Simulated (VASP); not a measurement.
KI:

```
K I
1.0
     4.29095    0.00000    0.00000
     0.00000    4.29095    0.00000
     0.00000    0.00000    4.29095
K I
1 1
Cartesian
  0.0000 0.0000 0.0000
  2.1455 2.1455 2.1455
```

Base run:

| Item | Value |
| --- | --- |
| Program | VASP 6.6.1 |
| Functional | PBE0 |
| Potentials or basis | VASP PAW PBE potentials, release 64 (K_sv, I) |
| Cutoff | 520 eV |
| k mesh | 4 × 4 × 4 |
| Occupations | gaussian, width 0.01 eV |
| Spin | no spin polarisation |

Its results: band gap on the k mesh 5.00 eV (least direct gap 5.40 eV); pressure 0.2 GPa.

Task: The run is repeated on the same cell with these changes: functional from PBE0 to HF; share of exact exchange from 0.25 to 1. What comes out?

Result: Band gap on the k mesh 10.39 eV (least direct gap 10.85 eV); pressure 2.1 GPa.

Caveats: the structure was generated, so it needn't be the stable form of KI; the PAW data sets were made with another functional, which shifts forces and pressure a little; spin-orbit coupling is left out, which moves the levels of the heavy elements.

A k mesh can miss the band edges.
